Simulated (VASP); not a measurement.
# Li3Br (R32) in VASP: further runs, part 2 of 2

VASP 6.6.1. The steps go on from the part before.

## (4) Relaxation of cell and atoms, PBE

File INCAR:

```
PREC = Accurate
ENCUT = 600
EDIFF = 1E-6
ISMEAR = 0
SIGMA = 0.1
LREAL = False
LASPH = True
NELM = 100
ALGO = Normal
ISIF = 3
LWAVE = False
LCHARG = False
GGA = PE
IBRION = 2
NSW = 100
EDIFFG = -0.01
```

File KPOINTS:

```
Automatic mesh
0
Gamma
  12 12 12
```

File POSCAR:

```
Li3Br
1.0
    3.0407379267      1.7555708605      3.0520326561
   -3.0407379267      1.7555708605      3.0520326561
    0.0000000000     -3.5111417210      3.0520326561
Li Br
3 1
Direct
    0.5000000000      0.2059656040      0.7940343960
    0.2059656040      0.7940343960      0.5000000000
    0.7940343960      0.5000000000      0.2059656040
    0.0000000000      0.0000000000      0.0000000000
```

Potentials or basis: VASP PAW PBE potentials, release 64 (Li_sv, Br).

The run is started by

```bash
> cat potpaw_PBE.64/Li_sv/POTCAR potpaw_PBE.64/Br/POTCAR > POTCAR
> mpirun -np 1 vasp_std > vasp.out
```

OUTCAR:

```text
PREC = Accurate
   ENCUT = 600
   EDIFF = 1E-6
   ISMEAR = 0
   LREAL = False
   LASPH = True
   NELM = 100
   ISIF = 3
   GGA = PE
   IBRION = 2
   NSW = 100
   EDIFFG = -0.01

 ion  position               nearest neighbor table
   1  0.500  0.206  0.794-   4 2.64   4 2.64
   2  0.206  0.794  0.500-   4 2.64   4 2.64
   3  0.794  0.500  0.206-   4 2.64   4 2.64
   4  0.000  0.000  0.000-   1 2.64   3 2.64   2 2.64   2 2.64   3 2.64   1 2.64

  LATTYP: Found a trigonal (rhomboedric) cell.
 ALAT       =     4.6522058767
 COS(alpha) =     0.1455825163

  Lattice vectors:

 A1 = (   3.0407379267,   1.7555708605,   3.0520326561)
 A2 = (  -3.0407379267,   1.7555708605,   3.0520326561)
 A3 = (   0.0000000000,  -3.5111417210,   3.0520326561)

Analysis of symmetry for initial positions (statically):
=====================================================================
 Subroutine PRICEL returns:
 Original cell was already a primitive cell.

 Routine SETGRP: Setting up the symmetry group for a
 trigonal (rhombohedral) supercell.

 Subroutine GETGRP returns: Found  6 space group operations
 (whereof  6 operations were pure point group operations)
 out of a pool of 12 trial point group operations.

The static configuration has the point symmetry D_3 .

[... 241 lines left out ...]

 number of electron      15.9999998 magnetization

 Free energy of the ion-electron system (eV)
  ---------------------------------------------------
  ext. energy  EPLUGINS =         0.00000000
  ---------------------------------------------------
  free energy    TOTEN  =        -9.47739746 eV

  energy without entropy =       -9.47576634  energy(sigma->0) =       -9.47658190

 E-fermi :   1.8329     XC(G=0):  -7.1823

 val. band max:        1.8224917039   @ k =   0.5000   0.0833   0.0000
 cond. band min:       1.8594255631   @ k =  -0.3333   0.5000   0.3333
 fundamental gap:      0.0369338593
 Fermi energy:         1.8328974020

 k-point     1 :       0.0000    0.0000    0.0000
  band No.  band energies     occupation
      1     -45.7365      2.00000
      2     -45.7277      2.00000
      3     -45.7277      2.00000
      4     -15.3273      2.00000
      5      -3.4942      2.00000
      6      -3.4942      2.00000
      7      -3.4736      2.00000
      8      -0.1660      2.00000
      9       3.5607      0.00000
     10       3.5607      0.00000
     11       5.7291      0.00000
     12       6.4369      0.00000
[... 331 lines left out ...]
 k-point    24 :      -0.4167    0.1667   -0.0000
  band No.  band energies     occupation
      1     -45.7342      2.00000
      2     -45.7305      2.00000
      3     -45.7272      2.00000
      4     -15.2984      2.00000
      5      -4.1140      2.00000
      6      -3.6446      2.00000
      7      -3.4383      2.00000
      8       1.4266      2.00000
      9       2.3435      0.00000
     10       4.2594      0.00000
     11       5.1035      0.00000
     12       6.0033      0.00000

 [... further k-points ...]

------------------------ aborting loop because EDIFF is reached ----------------------------------------

  FORCE on cell =-STRESS in cart. coord.  units (eV):
  Direction    XX          YY          ZZ          XY          YZ          ZX
  --------------------------------------------------------------------------------------
  -------------------------------------------------------------------------------------
  Total        0.0173566      0.0173566      0.0122777      0.0000000     -0.0000000      0.0000000
  in kB        0.2866228      0.2866228      0.2027512      0.0000000     -0.0000000      0.0000000
  external PRESSURE =       0.2586656 kB  Pullay stress =       0.0000000 kB
[... 19 lines left out ...]
  FREE ENERGIE OF THE ION-ELECTRON SYSTEM (eV)
  ---------------------------------------------------
  free  energy   TOTEN  =        -9.4773974575 eV

  energy  without entropy=       -9.4757663404  energy(sigma->0) =       -9.47658190

 reached required accuracy - stopping structural energy minimisation
```

CONTCAR:

```text
Li3Br
   1.00000000000000
     3.0302456931431156    1.7495131666316914    3.0501321285210579
    -3.0302456931431156    1.7495131666316914    3.0501321285210579
     0.0000000000000000   -3.4990263332633829    3.0501321285210579
  Li              Br
     3     1
Direct
     0.5000000000000000    0.2057243578681507    0.7942756421318493
     0.2057243578681507    0.7942756421318493    0.5000000000000000
     0.7942756421318493    0.5000000000000000    0.2057243578681507
     0.0000000000000000    0.0000000000000000    0.0000000000000000

  0.00000000E+00  0.00000000E+00  0.00000000E+00
  0.00000000E+00  0.00000000E+00  0.00000000E+00
  0.00000000E+00  0.00000000E+00  0.00000000E+00
  0.00000000E+00  0.00000000E+00  0.00000000E+00
```

Wall time 10 min (1 thread of Intel Xeon Platinum 8375C at 2.90GHz (Ice Lake), shared host); peak memory 0.43 GiB.

Results:

- Free energy: -9.4774 eV
- Relaxed volume: 24.26 Å³/atom
- Relaxed cell: a = 4.642 Å, b = 4.642 Å, c = 4.642 Å, α = 81.51°, β = 81.51°, γ = 81.51°
- Space group after relaxing (to 0.1 Å): R32 (No. 155)
- Energy gained by relaxing: 0.1 meV/atom
- Ionic steps: 3
- Pressure after relaxing: 0.0 GPa
- Largest force after relaxing: 0.004 eV/Å
- Band gap on the k mesh: zero (bands 8 and 9 overlap by 0.12 eV)

Forces in eV/Å, atoms in the order of the input:
```
Li   0.002 -0.003  0.000
Li  -0.004  0.000  0.000
Li   0.002  0.003  0.000
Br   0.000  0.000  0.000
```

The path:
```
step  energy change (eV)  largest force (eV/Å)  pressure (GPa)  volume (Å³)
   1              0.0000                0.0076           -0.09        97.75
   2             -0.0001                0.0068           -0.07        97.57
   3             -0.0002                0.0039            0.03        97.02
```

Final structure:
```yaml
crystal:
  lattice:
    - [3.03025, 1.74951, 3.05013]
    - [-3.03025, 1.74951, 3.05013]
    - [0.00000, -3.49903, 3.05013]
  atoms:
    - { symbol: Li, position: [0.50000, 0.20572, 0.79428] }
    - { symbol: Li, position: [0.20572, 0.79428, 0.50000] }
    - { symbol: Li, position: [0.79428, 0.50000, 0.20572] }
    - { symbol: Br, position: [0.00000, 0.00000, 0.00000] }
```

Caveat: the cutoff is under 1.25 times the usual one of these potentials, so pressure, stress and relaxed cells hold a basis-set (Pulay) error.

## (5) Summary

| task | cell | k mesh | cutoff (eV) | gap on the mesh (eV) |
| --- | --- | --- | --- | --- |
| single point | a = 4.652 Å, angles 81.6°, 4 atoms | 6 × 6 × 6 | 520 | none |
| single point | a = 4.654 Å, angles 81.5°, 4 atoms | 12 × 12 × 12 | 520 | none |
| relaxation of cell and atoms | relaxed from a = 4.652 Å, angles 81.6°, 4 atoms | 12 × 12 × 12 | 600 | none |

Alike in all rows: level PBE; potentials or basis VASP PAW PBE potentials, release 64 (Li_sv, Br); no spin polarisation; smearing gaussian 0.1 eV.

Caveats: the cutoff is under 1.25 times the usual one of these potentials, so pressure, stress and relaxed cells hold a basis-set (Pulay) error.

Absolute energies hang on the potentials; compare differences alone.
